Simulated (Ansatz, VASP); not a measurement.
# RuRh2: VASP beside Ansatz

```
Ru Rh
1.0
     3.84279    0.00000    0.00000
     0.00000    3.84279    0.00000
     0.00000    0.00000    6.74346
Ru Rh
2 4
Direct
  0.00000 0.00000 0.00000
  0.50000 0.50000 0.50000
  0.00000 0.50000 0.24995
  0.00000 0.50000 0.74995
  0.50000 0.00000 0.25005
  0.50000 0.00000 0.75005
```

Alike in both runs: functional PBE; k mesh 4 × 4 × 4; occupations gaussian, width 0.1 eV; no spin polarisation.

Ansatz relaxed the structure, and its values are those at the end. VASP's run is a single point on that final structure, the one shown.

|  | VASP | Ansatz |
| --- | --- | --- |
| version | VASP 6.6.1 | Ansatz 0.2.0 |
| potentials or method | VASP PAW PBE potentials, release 64 (Ru_pv, Rh_pv), cutoff 520 eV | scalar-relativistic, plane waves, PAW |
| valence electrons in the cell | 88 | 100 |

```tsv
	VASP	Ansatz	Ansatz less VASP
gap on the k mesh at the Fermi level (eV)	none	none	-
pressure (GPa)	0.0	0.0	-0.02
```

A gap of «none» marks a metal or a gap that the smearing closes. VASP's potentials hold 88 valence electrons a cell and Ansatz's 100, so a difference there can come from the potentials and not from the codes.

The k mesh is coarse, so the values compare programs but aren't converged.
